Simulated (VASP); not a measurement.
# Bi (Im-3m) in VASP: a series of runs, part 3 of 3

VASP 6.6.1.

**4. Relaxation of cell and atoms, PBEsol, target pressure 151 GPa, at which the enthalpy is minimised**

This run uses another cell than the first one, of 18.06 Å³/atom, 1.161 times its volume.

File INCAR:

```
PREC = Accurate ; ENCUT = 600
EDIFF = 1E-7 ; ISMEAR = 0
SIGMA = 0.05 ; LREAL = F
LASPH = T ; NELM = 100
ALGO = Fast ; ISIF = 3
LWAVE = F ; LCHARG = F
GGA = PS ; IBRION = 2
NSW = 80 ; EDIFFG = -0.01
PSTRESS = 1510.0
```

File KPOINTS:

```
Automatic mesh
0
Gamma
  20 20 20
```

File POSCAR:

```
Bi
1.0
   -1.6528724308      1.6528724308      1.6528724308
    1.6528724308     -1.6528724308      1.6528724308
    1.6528724308      1.6528724308     -1.6528724308
Bi
1
Direct
    0.0000000000      0.0000000000      0.0000000000
```

Potentials or basis: VASP PAW PBE potentials, release 64 (Bi_d).

Launch:

```bash
> cat potpaw_PBE.64/Bi_d/POTCAR > POTCAR
> mpirun -np 1 vasp_std > vasp.out
```

OUTCAR:

```text
PREC = Accurate
   ENCUT = 600
   EDIFF = 1E-7
   ISMEAR = 0
   LREAL = F
   LASPH = T
   NELM = 100
   ISIF = 3
   GGA = PS
   IBRION = 2
   NSW = 80
   EDIFFG = -0.01
   PSTRESS = 1510.0

 ion  position               nearest neighbor table
   1  0.000  0.000  0.000-

  LATTYP: Found a body centered cubic cell.
 ALAT       =     3.3057448616

  Lattice vectors:

 A1 = (  -1.6528724308,   1.6528724308,   1.6528724308)
 A2 = (   1.6528724308,  -1.6528724308,   1.6528724308)
 A3 = (   1.6528724308,   1.6528724308,  -1.6528724308)

Analysis of symmetry for initial positions (statically):
=====================================================================
 Subroutine PRICEL returns:
 Original cell was already a primitive cell.

 Routine SETGRP: Setting up the symmetry group for a
 body centered cubic supercell.

 Subroutine GETGRP returns: Found 48 space group operations
 (whereof 48 operations were pure point group operations)
 out of a pool of 48 trial point group operations.

The static configuration has the point symmetry O_h .

Analysis of symmetry for dynamics (positions and initial velocities):
=====================================================================
 Subroutine PRICEL returns:
 Original cell was already a primitive cell.

 Routine SETGRP: Setting up the symmetry group for a
 body centered cubic supercell.

 Subroutine GETGRP returns: Found 48 space group operations
 (whereof 48 operations were pure point group operations)
 out of a pool of 48 trial point group operations.
[... 145 lines left out ...]
  ext. energy  EPLUGINS =         0.00000000
  ---------------------------------------------------
  free energy    TOTEN  =        -1.90702436 eV

  energy without entropy =       -1.90624396  energy(sigma->0) =       -1.90663416

------------------------ aborting loop because EDIFF is reached ----------------------------------------

  FORCE on cell =-STRESS in cart. coord.  units (eV):
  Direction    XX          YY          ZZ          XY          YZ          ZX
  --------------------------------------------------------------------------------------
  -------------------------------------------------------------------------------------
  Total       11.3037101     11.3037101     11.3037101      0.0000000      0.0000000      0.0000000
  in kB     1002.6597779   1002.6597779   1002.6597779      0.0000000      0.0000000      0.0000000
  external PRESSURE =    -507.3402221 kB  Pullay stress =    1510.0000000 kB
[... 61 lines left out ...]
--------------------------------------- Ionic step        3  -------------------------------------------

 number of electron      14.9999997 magnetization

------------------------ aborting loop EDIFF was not reached (unconverged)  ----------------------------

  FORCE on cell =-STRESS in cart. coord.  units (eV):
  Direction    XX          YY          ZZ          XY          YZ          ZX
  --------------------------------------------------------------------------------------
  -------------------------------------------------------------------------------------
  Total       13.8454408     13.8454408     13.8454408      0.0000000     -0.0000000      0.0000000
  in kB     1301.5287346   1301.5287346   1301.5287346      0.0000000     -0.0000000      0.0000000
  external PRESSURE =    -208.4712654 kB  Pullay stress =    1510.0000000 kB
[... 209 lines left out ...]
--------------------------------------- Ionic step        9  -------------------------------------------

 number of electron      15.0000001 magnetization

 Free energy of the ion-electron system (eV)
  ---------------------------------------------------
  ext. energy  EPLUGINS =         0.00000000
  ---------------------------------------------------
  free energy    TOTEN  =        -0.60553448 eV

  energy without entropy =       -0.60462726  energy(sigma->0) =       -0.60508087

 E-fermi :  18.9222     XC(G=0): -13.8911

 val. band max:       18.9140874620   @ k =  -0.3000   0.3500   0.2000
 cond. band min:      18.9250047249   @ k =  -0.2500   0.2500   0.0500
 fundamental gap:      0.0109172630
 Fermi energy:        18.9221662630

 k-point     1 :       0.0000    0.0000    0.0000
  band No.  band energies     occupation
      1      -5.8216      2.00000
      2      -5.8216      2.00000
      3      -5.8216      2.00000
      4      -4.9749      2.00000
      5      -4.9749      2.00000
      6      -1.6181      2.00000
      7      28.1899      0.00000
      8      28.1899      0.00000
      9      30.4381      0.00000
     10      30.4381      0.00000
     11      35.0451      0.00000
[... 309 lines left out ...]
 k-point    24 :       0.2500    0.1000    0.0000
  band No.  band energies     occupation
      1      -6.0160      2.00000
      2      -5.8225      2.00000
      3      -5.1150      2.00000
      4      -5.0172      2.00000
      5      -4.9289      2.00000
      6       2.0068      2.00000
      7      16.5311      2.00000
      8      21.6209      0.00000
      9      24.0113      0.00000
     10      28.8382      0.00000
     11      30.9172      0.00000

 [... further k-points ...]
[... 5 lines left out ...]
  --------------------------------------------------------------------------------------
  -------------------------------------------------------------------------------------
  Total       15.4351083     15.4351083     15.4351083      0.0000000      0.0000000     -0.0000000
  in kB     1509.8541206   1509.8541206   1509.8541206      0.0000000      0.0000000     -0.0000000
  external PRESSURE =      -0.1458794 kB  Pullay stress =    1510.0000000 kB
[... 20 lines left out ...]
  energy  without entropy=       -0.6046272576  energy(sigma->0) =       -0.60508087

  enthalpy is  TOTEN    =        14.8310651193 eV   P V=       15.4365995994

 reached required accuracy - stopping structural energy minimisation
```

OSZICAR:

```text
N       E                     dE             d eps       ncg     rms          rms(c)
DAV:   1     0.110981393191E+03    0.11098E+03   -0.89557E+03  5687   0.207E+03
DAV:   2     0.262093106652E+01   -0.10836E+03   -0.10549E+03  5776   0.401E+02
DAV:   3    -0.186934611883E+01   -0.44903E+01   -0.44062E+01  6485   0.867E+01
DAV:   4    -0.196154558389E+01   -0.92199E-01   -0.91948E-01  6722   0.121E+01
[... 294 lines left out ...]
RMM:   9    -0.605538556257E+00    0.48546E-05   -0.28909E-06  6063   0.334E-02    0.134E-02
RMM:  10    -0.605535016399E+00    0.35399E-05   -0.64844E-06  6483   0.469E-02    0.303E-03
RMM:  11    -0.605534717302E+00    0.29910E-06   -0.78282E-07  6068   0.148E-02    0.146E-03
RMM:  12    -0.605534504105E+00    0.21320E-06   -0.27714E-07  3939   0.936E-03    0.259E-04
RMM:  13    -0.605534480095E+00    0.24011E-07   -0.83164E-08  3673   0.411E-03
   9 F= 0.14831065E+02 E0= 0.14831519E+02  d E =-.839171E-04
```

CONTCAR:

```text
Bi
   1.00000000000000
    -1.5998346340727243    1.5998346340727243    1.5998346340727243
     1.5998346340727243   -1.5998346340727243    1.5998346340727243
     1.5998346340727243    1.5998346340727243   -1.5998346340727243
  Bi
     1
Direct
     0.0000000000000000    0.0000000000000000    0.0000000000000000

  0.00000000E+00  0.00000000E+00  0.00000000E+00
```

Run time: 8.9 min. Hardware: 1 thread of Intel Xeon 6975P-C, shared host; peak memory 0.24 GiB.

Results:

```yaml
Free_energy: -0.6055 eV
Relaxed_volume: 16.38 Å³/atom
Relaxed_cell: a = 2.771 Å, b = 2.771 Å, c = 2.771 Å, α = 109.47°, β = 109.47°, γ = 109.47°
Space_group_after_relaxing_to_0.05_Å: Im-3m (No. 229)
Energy_change_on_relaxing_the_enthalpy_is_what_falls: +1301.5 meV/atom
Ionic_steps: 9
Pressure_after_relaxing: 151.0 GPa
```

Step by step:
| step | energy change (eV) | largest force (eV/Å) | pressure (GPa) | volume (Å³) |
| --- | --- | --- | --- | --- |
| 1 | 0.0000 | 0.0000 | 100.27 | 18.06 |
| 2 | 47.1347 | 0.0000 | 2577.15 | 6.86 |
| 3 | 2.0346 | 0.0000 | 130.15 | 17.04 |
| 4 | 1.0143 | 0.0000 | 137.74 | 16.77 |
| 5 | 1.3658 | 0.0000 | 153.57 | 16.31 |
| 6 | 1.2967 | 0.0000 | 150.81 | 16.38 |
| 7 | 1.3274 | 0.0000 | 152.02 | 16.35 |
| 8 | 1.1396 | 0.0000 | 144.62 | 16.55 |
| 9 | 1.3015 | 0.0000 | 150.99 | 16.38 |

Final structure:
```
Bi
1.0
    -1.59983    1.59983    1.59983
     1.59983   -1.59983    1.59983
     1.59983    1.59983   -1.59983
Bi
1
Direct
  0.00000 0.00000 0.00000
```

Levels at points of the mesh, in eV from the Fermi level:
```tsv
k point	band 5	band 6	band 7	band 8	band 9	band 10	band 11
(0.00, 0.00, 0.00)	-23.90	-20.54	9.27	9.27	11.52	11.52	16.12
(0.50, 0.00, 0.00)	-23.34	-11.91	-10.35	2.79	3.83	9.51	10.06
(0.50, 0.50, 0.50)	-23.48	-5.30	-4.06	-4.06	-4.06	3.19	3.19
```

Caveat: the cell is relaxed towards a set pressure, so the enthalpy falls and the energy may rise; the PAW data sets were made with another functional, which shifts forces and pressure a little; spin-orbit coupling is left out, which moves the levels of the heavy elements.

**5. Relaxation of cell and atoms, PBEsol, target pressure 100.14 GPa, at which the enthalpy is minimised**

This run uses another cell than the first one, of 19.05 Å³/atom, 1.224 times its volume.

Changes to INCAR since step 4:

```diff
@@ -8,2 +8,2 @@
 NSW = 80 ; EDIFFG = -0.01
-PSTRESS = 1510.0
+PSTRESS = 1001.4
```

KPOINTS is that of step 4.

File POSCAR:

```
Bi
1.0
   -1.6824128044      1.6824128044      1.6824128044
    1.6824128044     -1.6824128044      1.6824128044
    1.6824128044      1.6824128044     -1.6824128044
Bi
1
Direct
    0.0000000000      0.0000000000      0.0000000000
```

Launch:

```bash
> cat potpaw_PBE.64/Bi_d/POTCAR > POTCAR
> mpirun -np 1 vasp_std > vasp.out
```

Wall time 2.6 min (1 thread of Intel Xeon 6975P-C, shared host); peak memory 0.21 GiB.

The run converged. Its results:

```yaml
Free_energy: -1.9117 eV
Relaxed_volume: 18.07 Å³/atom
Relaxed_cell: a = 2.863 Å, b = 2.863 Å, c = 2.863 Å, α = 109.47°, β = 109.47°, γ = 109.47°
Space_group_after_relaxing_to_0.05_Å: Im-3m (No. 229)
Energy_change_on_relaxing_the_enthalpy_is_what_falls: +545.3 meV/atom
Ionic_steps: 5
Pressure_after_relaxing: 100.1 GPa
```

Step by step:
| step | energy change (eV) | largest force (eV/Å) | pressure (GPa) | volume (Å³) |
| --- | --- | --- | --- | --- |
| 1 | 0.0000 | 0.0000 | 79.23 | 19.05 |
| 2 | 6.9124 | 0.0000 | 360.31 | 12.98 |
| 3 | 0.4529 | 0.0000 | 96.59 | 18.22 |
| 4 | 0.5199 | 0.0000 | 99.16 | 18.11 |
| 5 | 0.5453 | 0.0000 | 100.15 | 18.07 |

Final structure:
```yaml
crystal:
  lattice:
    - [-1.65309, 1.65309, 1.65309]
    - [1.65309, -1.65309, 1.65309]
    - [1.65309, 1.65309, -1.65309]
  atoms:
    - { symbol: Bi, position: [0.00000, 0.00000, 0.00000] }
```

Levels at points of the mesh, in eV from the Fermi level:
```
           k point  band 4  band 5  band 6  band 7  band 8  band 9  band 10  band 11
(0.00, 0.00, 0.00)  -23.57  -23.57  -19.08    9.71    9.71    9.71    10.30    10.30
(0.50, 0.00, 0.00)  -23.58  -23.15  -11.64   -9.31    2.63    4.06     8.80     9.55
(0.50, 0.50, 0.50)  -23.25  -23.25   -5.92   -3.57   -3.57   -3.57     3.17     3.17
```

Caveat: the cell is relaxed towards a set pressure, so the enthalpy falls and the energy may rise; the PAW data sets were made with another functional, which shifts forces and pressure a little; spin-orbit coupling is left out, which moves the levels of the heavy elements.

**6. The runs side by side**

```tsv
cell	gap on the mesh (eV)	pressure (GPa)
relaxed to 258.69 GPa from a = 2.724 Å, angles 109.5°, 1 atom	none	258.7
relaxed to 184.47 GPa from a = 2.771 Å, angles 109.5°, 1 atom	none	184.5
relaxed to 151 GPa from a = 2.863 Å, angles 109.5°, 1 atom	none	151.0
relaxed to 100.14 GPa from a = 2.914 Å, angles 109.5°, 1 atom	none	100.1
```

Alike in all rows: task relaxation of cell and atoms; level PBEsol; potentials or basis VASP PAW PBE potentials, release 64 (Bi_d); no spin polarisation; k mesh 20 × 20 × 20; cutoff (eV) 600; smearing gaussian 0.05 eV.

Caveats: the cell is relaxed towards a set pressure, so the enthalpy falls and the energy may rise; the PAW data sets were made with another functional, which shifts forces and pressure a little; spin-orbit coupling is left out, which moves the levels of the heavy elements.

Absolute energies hang on the potentials; compare differences alone.
